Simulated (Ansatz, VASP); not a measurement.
**Two plane-wave programs on HfO2**

The input INCAR:

```
SYSTEM = HfO2
  PREC = Accurate
  ENCUT = 600
  EDIFF = 1E-7
  ISMEAR = 0
  SIGMA = 0.02
  LREAL = .FALSE.
  LASPH = .TRUE.
  NELM = 120
  ALGO = Normal
  ISIF = 3
  LWAVE = .FALSE.
  LCHARG = .FALSE.
  GGA = PE
  IBRION = 2
  NSW = 100
  EDIFFG = -0.002
  GGA_COMPAT = .FALSE.
  NELMIN = 4
```

The input KPOINTS:

```
Automatic mesh
0
G
  8 8 8
  0 0 0
```

The input POSCAR:

```
HfO2
1.0
    0.0000000000      2.5482641019      2.5482641019
    2.5482641019      0.0000000000      2.5482641019
    2.5482641019      2.5482641019      0.0000000000
Hf O
1 2
Direct
    0.0000000000      0.0000000000      0.0000000000
    0.2500000000      0.2500000000      0.2500000000
    0.7500000000      0.7500000000      0.7500000000
```

Input for Ansatz:

```yaml
crystal:
  lattice:
    - [0.0, 2.5482641019, 2.5482641019]
    - [2.5482641019, 0.0, 2.5482641019]
    - [2.5482641019, 2.5482641019, 0.0]
  atoms:
    - { symbol: Hf, position: [0.0, 0.0, 0.0] }
    - { symbol: O, position: [0.25, 0.25, 0.25] }
    - { symbol: O, position: [0.75, 0.75, 0.75] }
basis:
  ecutwfc: 420
kpoints:
  mp_grid: { grid: [8, 8, 8] }
hamiltonian:
  xc: pbe
  pseudopotentials: { kind: paw, azcp: { folder: soft_1 } }
scf:
  occupations: { method: gaussian, width: 0.02 }
output:
  forces: true
  stress: true
  eigenvalues: true
relax:
  adjacent_minimum: "off"
  f_tol: 0.002
  max_steps: 80
  cell: { stress_tol: 0.02 }
```

Alike in both runs: task relaxation of cell and atoms; functional PBE; k mesh 8 × 8 × 8; occupations gaussian, width 0.02 eV; no spin polarisation.

```csv
,VASP,Ansatz
version,VASP 6.6.1,Ansatz 0.2.0
potentials or method,"VASP PAW PBE potentials, release 64 (Hf_pv, O), cutoff 600 eV","scalar-relativistic, plane waves, PAW"
valence electrons in the cell,22,38
```

|  | VASP | Ansatz | Ansatz less VASP |
| --- | --- | --- | --- |
| gap on the k mesh at the Fermi level, each at its own relaxed structure (eV) | 3.80 | 3.75 | -0.055 |
| relaxed volume (Å³/atom) | 10.87 | 11.04 | +0.177 |
| relaxed cell length with the largest relative difference (Å) | 3.586 | 3.605 | +0.0193 |

VASP's potentials hold 22 valence electrons a cell and Ansatz's 38, so a difference there can come from the potentials and not from the codes.

Neither program's run includes spin-orbit coupling.
